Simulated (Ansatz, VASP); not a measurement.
# Two plane-wave programs on GaN

```xyz
4
Lattice="3.2149 0.0000 0.0000 -1.6075 2.7842 0.0000 0.0000 0.0000 5.1590" Properties=species:S:1:pos:R:3 pbc="T T T"
Ga    0.0000    1.8561   -0.0107
Ga    1.6075    0.9281    2.5688
N     0.0000    1.8561    1.9453
N     1.6075    0.9281    4.5248
```

Change from the starting cell: film at in-plane strain +0.01.

Alike in both runs: task single point; functional r2SCAN; k mesh 8 × 8 × 4; no spin polarisation.

```csv
,VASP,Ansatz
version,VASP 6.6.1,Ansatz 0.2.0
potentials or method,"VASP PAW PBE potentials, release 64 (Ga_d, N)","PAW with Ansatz's default frozen-core files, scalar-relativistic"
plane-wave cutoff (eV),520,500
occupations,"gaussian, width 0.01 eV",fixed
valence electrons in the cell,36,36
```

```csv
,VASP,Ansatz,Ansatz less VASP
gap on the k mesh at the Fermi level (eV),2.24,2.24,+0.006
pressure (GPa),-1.9,-2.9,-1.00
"traceless stress, the component that is largest in VASP (GPa)",2.80,2.89,+0.087
rms of the force components (eV/Å),0.005,0.000,-0.0053
```

VASP's potentials were made for PBE, not for r2SCAN. Atom by atom the forces differ by 0.005 eV/Å (rms over components).
